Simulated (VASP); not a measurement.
## Si2Ni: single point with PBE

The system is Si2Ni.

```xyz
3
Lattice="0.0000 2.7030 2.7030 2.7030 0.0000 2.7030 2.7030 2.7030 0.0000" Properties=species:S:1:pos:R:3 pbc="T T T"
Ni    0.0000    0.0000    0.0000
Si    4.0545    4.0545    4.0545
Si    1.3515    1.3515    1.3515
```

- Program: VASP 6.6.1
- Task: single point
- Functional: PBE
- Potentials or basis: VASP PAW PBE potentials, release 64 (Ni, Si)
- Cutoff: 520 eV
- k mesh: 9 × 9 × 9
- Occupations: gaussian, width 0.012 eV
- Spin: collinear spin, ferromagnetic start
- Starting moments: [1.0, 0.0, 0.0] μB
- Dipole correction: no
- Further INCAR settings: ALGO = Normal; EDIFF = 1e-06; NBANDS = 20

The pressure is 3.8 GPa. The band gap on the k mesh is zero (filled and empty bands overlap) and the net moment is 0.00 μB per cell. The valence electrons inside the program's atomic spheres are Ni 9.81; Si 1.59.

Levels at points of the mesh, in eV from the Fermi level:
Spin up:
```tsv
k point	band 6	band 7	band 8	band 9	band 10	band 11	band 12	band 13
(0.00, 0.00, 0.00)	-3.58	-0.37	1.63	1.63	1.63	2.21	2.21	2.21
```
Spin down:
```tsv
k point	band 6	band 7	band 8	band 9	band 10	band 11	band 12	band 13
(0.00, 0.00, 0.00)	-3.58	-0.37	1.63	1.63	1.63	2.21	2.21	2.21
```

It took 31 s on 1 thread of AMD EPYC 9R45 96-Core Processor (Zen 5) (shared host), peak memory 0.16 GiB.

Caveat: the cell stands under pressure.
